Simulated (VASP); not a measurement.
A run of VASP 6.6.1:

Contents of INCAR:

```
ALGO = Normal
EDIFF = 1E-6
ENCUT = 520
GGA = PS
ISIF = 2
ISMEAR = -1
LASPH = True
LCHARG = False
LREAL = Auto
LWAVE = False
NBANDS = 48
NELM = 100
PREC = Accurate
SIGMA = 0.02
```

Contents of KPOINTS:

```
k-points
0
Gamma
  2 2 2
```

Contents of POSCAR:

```
Si
1.0
    0.0000000000      5.4300000000      5.4300000000
    5.4300000000      0.0000000000      5.4300000000
    5.4300000000      5.4300000000      0.0000000000
Si
17
Direct
   -0.1136187845      0.0556998158      0.1022007366
    0.0463259669      0.1099355433      0.2551841621
   -0.0854051565      0.0098066298      0.6219060773
    0.0281215470      0.1564088398      0.7336095764
   -0.0278084715      0.4648066298      0.1183057090
    0.0947145488      0.6560405157      0.1739226519
   -0.0787661142      0.5309760589      0.5848618785
    0.0496040516      0.6188121547      0.7489226519
    0.4393370166     -0.0104419890      0.0947697974
    0.5342265193      0.1589226519      0.1933241252
    0.4072651934      0.0155709024      0.5709116022
    0.5332596685      0.0932596685      0.7327624309
    0.4458011050      0.5511233886      0.0710865562
    0.5961510129      0.6101473297      0.2252302026
    0.4503867403      0.4850276243      0.5779558011
    0.5400000000      0.6547329650      0.7181399632
    0.2803222836      0.4093278085      0.4713720074
```

Potentials or basis: VASP PAW PBE potentials, release 64 (Si).

The run is started by

```sh
$ cat potpaw_PBE.64/Si/POTCAR > POTCAR
$ mpirun -np 1 vasp_std > vasp.out
```

Hardware: 1 thread of Intel(R) Xeon(R) Platinum 8259CL CPU @ 2.50GHz (Skylake/Cascade Lake), with other jobs on the host.

**Question.** Estimate the wall time of this run.

**Answer.** Run time: 2.8 min on 1 thread of Intel(R) Xeon(R) Platinum 8259CL CPU @ 2.50GHz (Skylake/Cascade Lake), with other jobs on the host, peak memory 0.47 GiB. Counts: scf iterations 14, k points 8.
